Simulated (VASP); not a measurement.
Runs of VASP 6.6.1 on MgO. The structure is that of space group Fm-3m (No. 225), or close to it. The cells are those of the table. 

```csv
task,level,potentials or basis,cell,k mesh,cutoff (eV),smearing,dipole correction,grid for exact exchange (PRECFOCK),share of exact exchange,tolerance level,purpose,gap on the mesh (eV),pressure (GPa)
single point,PBE0+D3(BJ),"VASP PAW PBE potentials, release 64 (Mg, O)","a = 2.966 Å, angles 60.0°, 2 atoms",6 × 6 × 6,520,methfessel-paxton 0.05 eV,no,Normal,0.25,-,-,7.32,-5.0
single point,PBE,"VASP PAW PBE potentials, release 64 (Mg_sv, O)","a = 3.024 Å, angles 60.0°, 2 atoms",11 × 11 × 11,840,fermi-dirac 0.05 eV,no,-,-,-,-,4.31,-2.3
single point,LDA,"VASP PAW LDA potentials, release 64 (Mg_sv, O)","a = 2.905 Å, angles 60.0°, 2 atoms",11 × 11 × 11,840,tetrahedron,no,-,-,-,-,5.43,7.6
single point,LDA,"VASP PAW LDA potentials, release 64 (Mg_sv, O)","a = 3.024 Å, angles 60.0°, 2 atoms",11 × 11 × 11,840,tetrahedron,no,-,-,-,-,(b),(d)
single point,LDA,"VASP PAW LDA potentials, release 64 (Mg_sv, O)","a = 2.926 Å, angles 60.0°, 2 atoms",11 × 11 × 11,840,tetrahedron,no,-,-,-,-,(a),3.5
single point,RPBE+D3(BJ),"VASP PAW PBE potentials, release 64 (Mg, O)","a = 2.966 Å, angles 60.0°, 2 atoms",11 × 11 × 11,600,gaussian 0.01 eV,no,-,-,-,-,4.96,-15.9
single point,LDA,"VASP PAW LDA potentials, release 64 (Mg_sv, O)","a = 2.946 Å, angles 60.0°, 2 atoms",11 × 11 × 11,840,tetrahedron,no,-,-,-,-,5.00,-0.2
band structure,TB-mBJ,"VASP PAW PBE potentials, release 64 (Mg, O)","a = 2.966 Å, angles 60.0°, 2 atoms",14 × 14 × 14,640,gaussian 0.03 eV,-,-,-,standard,bands,6.91,-
single point,HSE06,"VASP PAW PBE potentials, release 64 (Mg, O)","a = 2.966 Å, angles 60.0°, 2 atoms",6 × 6 × 6,520,fermi-dirac 0.05 eV,no,Normal,0.25,-,-,6.58,(c)
```

Alike in all rows: no spin polarisation.

Task: Estimate the missing entries.

Result: (a) 5.21; (b) 4.24; (c) 0.6; (d) -11.7.

Caveats: some runs use coarse meshes; the PAW data sets were made with another functional, which shifts forces and pressure a little (at least some runs); the cell stands under pressure (at least some runs); the cell stands under tension (at least some runs); three body term missing (at least some runs); the dispersion term is far too large for a dense solid, which distorts pressure and volume (at least some runs).

The runs don't all hold the same shells in valence.
